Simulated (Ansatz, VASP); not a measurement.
Two plane-wave programs on Fe

```
Fe
1.0
    -1.43900    1.43900    1.43900
     1.43900   -1.43900    1.43900
     1.43900    1.43900   -1.43900
Fe
1
Direct
  0.00000 0.00000 0.00000
```

Alike in both runs: task single point; functional PBE; k mesh 8 × 8 × 8; occupations gaussian, width 0.1 eV; collinear spin.

```csv
,VASP,Ansatz
version,VASP 6.6.1,Ansatz 0.2.0
potentials or method,"VASP PAW PBE potentials, release 64 (Fe), cutoff 600 eV","scalar-relativistic, plane waves, PAW"
valence electrons in the cell,8,16
```

|  | VASP | Ansatz | Ansatz less VASP |
| --- | --- | --- | --- |
| gap on the k mesh at the Fermi level (eV) | none | none | - |
| pressure (GPa) | -6.3 | -6.0 | +0.27 |
| net moment per atom (μB) | 2.36 | 2.35 | -0.002 |
| size of the moment on the site where the two differ most (μB) | 2.37 | 2.41 | +0.049 |

Site moments also hang on the region over which each program counts them. A gap of «none» marks a metal or a gap that the smearing closes. With one functional, cell and mesh, what is left measures potentials, basis and numerics. VASP's potentials hold 8 valence electrons a cell and Ansatz's 16, so a difference there can come from the potentials and not from the codes.

The k mesh is coarse, so the values compare programs but aren't converged.
